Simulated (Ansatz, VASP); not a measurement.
**Si in VASP and in Ansatz**

```
CELL_PARAMETERS angstrom
0.08146 2.75620 2.75620
2.75620 0.08146 2.75620
2.75620 2.75620 0.08146
ATOMIC_POSITIONS crystal
Si 0.50000 0.50000 0.50000
Si 0.75000 0.75000 0.75000
```

Change from the starting cell: equal xy, yz and zx shear strains of +3 %.

Alike in both runs: task single point; functional LDA; k mesh 11 × 11 × 11; occupations fermi-dirac, width 0.08 eV; no spin polarisation.

|  | VASP | Ansatz |
| --- | --- | --- |
| version | VASP 6.6.1 | Ansatz 0.2.0 |
| potentials or method | VASP PAW LDA potentials, release 64 (Si), cutoff 520 eV | all-electron LAPW, scalar-relativistic |

|  | VASP | Ansatz | Ansatz less VASP |
| --- | --- | --- | --- |
| pressure (GPa) | -1.2 | -1.3 | -0.10 |
| traceless stress, the component that is largest in VASP (GPa) | -2.85 | -2.83 | +0.021 |
| rms of the force components (eV/Å) | 0.239 | 0.239 | -0.0006 |

LDA's correlation is that of Perdew and Zunger in VASP and of Perdew and Wang (1992) in Ansatz. Atom by atom the forces differ by 0.001 eV/Å (rms over components). Ansatz ran all-electron here, and VASP with PAW potentials.
